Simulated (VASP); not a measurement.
A run of VASP 6.6.1:

The input POSCAR:

```
HfW2
1.0
    0.0000000000      3.7683058200      3.7683058200
    3.7683058200      0.0000000000      3.7683058200
    3.7683058200      3.7683058200      0.0000000000
Hf W
2 4
Direct
    0.0000000000      0.0000000000      0.0000000000
    0.2500000000      0.2500000000      0.2500000000
    0.6250000000      0.6250000000      0.6250000000
    0.1250000000      0.6250000000      0.6250000000
    0.6250000000      0.6250000000      0.1250000000
    0.6250000000      0.1250000000      0.6250000000
```

INCAR.step1

```
SYSTEM = HfW2
  PREC = Accurate
  ENCUT = 520
  ISMEAR = -1
  SIGMA = 0.1
  LREAL = .False.
  LASPH = .True.
  NELM = 100
  NBANDS = 47
  GGA = PE
  ALGO = Normal
  EDIFF = 1E-4
  LWAVE = .True.
  LCHARG = .False.
```

Contents of INCAR.step2:

```
SYSTEM = HfW2
  PREC = Accurate
  ENCUT = 520
  EDIFF = 1E-6
  ISMEAR = -1
  SIGMA = 0.1
  LREAL = .False.
  LASPH = .True.
  NELM = 100
  ALGO = Normal
  ISIF = 2
  LWAVE = .False.
  LCHARG = .True.
  METAGGA = R2SCAN
  LMIXTAU = .True.
  LELF = .True.
  LVHAR = .True.
  NBANDS = 47
  ISTART = 1
```

File KPOINTS:

```
regular mesh
0
Gamma
  8 8 8
  0 0 0
```

Potentials or basis: VASP PAW PBE potentials, release 64 (Hf_pv, W_sv).

Command:

```sh
$ cat potpaw_PBE.64/Hf_pv/POTCAR potpaw_PBE.64/W_sv/POTCAR > POTCAR
$ cp INCAR.step1 INCAR
$ mpirun -np 1 vasp_std > vasp.out
$ cp INCAR.step2 INCAR
$ mpirun -np 1 vasp_std > vasp.out
```

Hardware: 1 thread of Intel(R) Xeon(R) Platinum 8488C (Sapphire Rapids), with other jobs on the host.

Problem. Estimate the wall time of this run.

Solution. Run time: 5.6 min on 1 thread of Intel(R) Xeon(R) Platinum 8488C (Sapphire Rapids), on a shared host, peak memory 0.32 GiB. Counts: k points 29.
